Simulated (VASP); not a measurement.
Input of a VASP 6.6.1 run:

Contents of INCAR:

```
SYSTEM = Si36W17
PREC     = Accurate       ! precision mode
ENCUT    = 520            ! plane-wave cutoff, eV
EDIFF    = 1E-6           ! SCF threshold, eV
ISMEAR   = 1              ! smearing method
SIGMA    = 0.1            ! smearing width, eV
LREAL    = Auto         
LASPH    = .TRUE.         ! aspherical terms in the spheres
NELM     = 100            ! most SCF steps
ALGO     = Normal         ! electronic algorithm
ISIF     = 2              ! what is computed and relaxed
LWAVE    = .FALSE.        ! write WAVECAR
LCHARG   = .FALSE.        ! write CHGCAR
GGA      = PE             ! functional
NBANDS   = 223            ! bands
LUSENCCL = .FALSE.
```

The input KPOINTS:

```
Automatic mesh
0
G
  4 4 4
  0 0 0
```

The input POSCAR:

```
Si36W17
1.0
    9.6877635752      0.0000000000      0.0000000000
    0.0000000000      9.6877635752      0.0000000000
    0.0000000000      0.0000000000      7.8664160148
Si W
36 17
Direct
    1.0000000000      0.0000000000      0.3343018802
    0.3340212612      0.0000000000      0.3338158053
    0.6659787388      0.0000000000      0.3338158053
    0.0000000000      0.3340212612      0.3338158053
    0.1625702971      0.1625702971      0.8394252373
    0.3318464975      0.3318464975      0.3336076189
    0.5000000000      0.1686896564      0.8336999205
    0.6681535025      0.3318464975      0.3336076189
    0.8374297029      0.1625702971      0.8394252373
    0.0000000000      0.6659787388      0.3338158053
    0.1686896564      0.5000000000      0.8336999205
    0.3318464975      0.6681535025      0.3336076189
    0.5000000000      0.5000000000      0.8354165197
    0.6681535025      0.6681535025      0.3336076189
    0.8313103436      0.5000000000      0.8336999205
    0.1625702971      0.8374297029      0.8394252373
    0.5000000000      0.8313103436      0.8336999205
    0.8374297029      0.8374297029      0.8394252373
    0.0000000000      1.0000000000      0.6656981198
    0.3340212612      0.0000000000      0.6661841947
    0.6659787388      0.0000000000      0.6661841947
    0.0000000000      0.3340212612      0.6661841947
    0.1625702971      0.1625702971      0.1605747627
    0.3318464975      0.3318464975      0.6663923811
    0.5000000000      0.1686896564      0.1663000795
    0.6681535025      0.3318464975      0.6663923811
    0.8374297029      0.1625702971      0.1605747627
    0.0000000000      0.6659787388      0.6661841947
    0.1686896564      0.5000000000      0.1663000795
    0.3318464975      0.6681535025      0.6663923811
    0.5000000000      0.5000000000      0.1645834803
    0.6681535025      0.6681535025      0.6663923811
    0.8313103436      0.5000000000      0.1663000795
    0.1625702971      0.8374297029      0.1605747627
    0.5000000000      0.8313103436      0.1663000795
    0.8374297029      0.8374297029      0.1605747627
    0.3340793797      0.0000000000      0.0000000000
    0.6659206203      0.0000000000      0.0000000000
    0.0000000000      0.3340793797      0.0000000000
    0.1659607300      0.1659607300      0.5000000000
    0.3334662262      0.3334662262      0.0000000000
    0.5000000000      0.1669412456      0.5000000000
    0.6665337738      0.3334662262      0.0000000000
    0.8340392700      0.1659607300      0.5000000000
    0.0000000000      0.6659206203      0.0000000000
    0.1669412456      0.5000000000      0.5000000000
    0.3334662262      0.6665337738      0.0000000000
    0.5000000000      0.5000000000      0.5000000000
    0.6665337738      0.6665337738      0.0000000000
    0.8330587544      0.5000000000      0.5000000000
    0.1659607300      0.8340392700      0.5000000000
    0.5000000000      0.8330587544      0.5000000000
    0.8340392700      0.8340392700      0.5000000000
```

Potentials or basis: VASP PAW PBE potentials, release 64 (Si, W_sv).

Launch:

```sh
$ cat potpaw_PBE.64/Si/POTCAR potpaw_PBE.64/W_sv/POTCAR > POTCAR
$ mpirun -np 1 vasp_std > vasp.out
```

**Question.** Estimate the band gap on the k mesh.

**Answer.** Zero (bands 191 and 192 overlap by 0.84 eV).

**Question.** Predict the largest force.

**Answer.** 0.010 eV/Å.

**Question.** What does it give for the pressure?

**Answer.** -0.8 GPa.

Forces in eV/Å, atoms in the order of the input:
```
Si   0.000  0.000 -0.001
Si   0.002  0.000 -0.001
Si  -0.002  0.000 -0.001
Si   0.000  0.002 -0.001
Si  -0.007 -0.007  0.001
Si  -0.002 -0.002 -0.004
Si   0.000  0.000 -0.002
Si   0.002 -0.002 -0.004
Si   0.007 -0.007  0.001
Si   0.000 -0.002 -0.001
Si   0.000  0.000 -0.002
Si  -0.002  0.002 -0.004
Si   0.000  0.000  0.002
Si   0.002  0.002 -0.004
Si   0.000  0.000 -0.002
Si  -0.007  0.007  0.001
Si   0.000  0.000 -0.002
Si   0.007  0.007  0.001
Si   0.000  0.000  0.001
Si   0.002  0.000  0.001
Si  -0.002  0.000  0.001
Si   0.000  0.002  0.001
Si  -0.007 -0.007 -0.001
Si  -0.002 -0.002  0.004
Si   0.000  0.000  0.002
Si   0.002 -0.002  0.004
Si   0.007 -0.007 -0.001
Si   0.000 -0.002  0.001
Si   0.000  0.000  0.002
Si  -0.002  0.002  0.004
Si   0.000  0.000 -0.002
Si   0.002  0.002  0.004
Si   0.000  0.000  0.002
Si  -0.007  0.007 -0.001
Si   0.000  0.000  0.002
Si   0.007  0.007 -0.001
W   -0.005  0.000  0.000
W    0.005  0.000  0.000
W    0.000 -0.005  0.000
W    0.003  0.003  0.000
W    0.003  0.003  0.000
W    0.000  0.005  0.000
W   -0.003  0.003  0.000
W   -0.003  0.003  0.000
W    0.000  0.005  0.000
W    0.005  0.000  0.000
W    0.003 -0.003  0.000
W    0.000  0.000  0.000
W   -0.003 -0.003  0.000
W   -0.005  0.000  0.000
W    0.003 -0.003  0.000
W    0.000 -0.005  0.000
W   -0.003 -0.003  0.000
```

Caveat: spin-orbit coupling is left out, which moves the levels of the heavy elements.
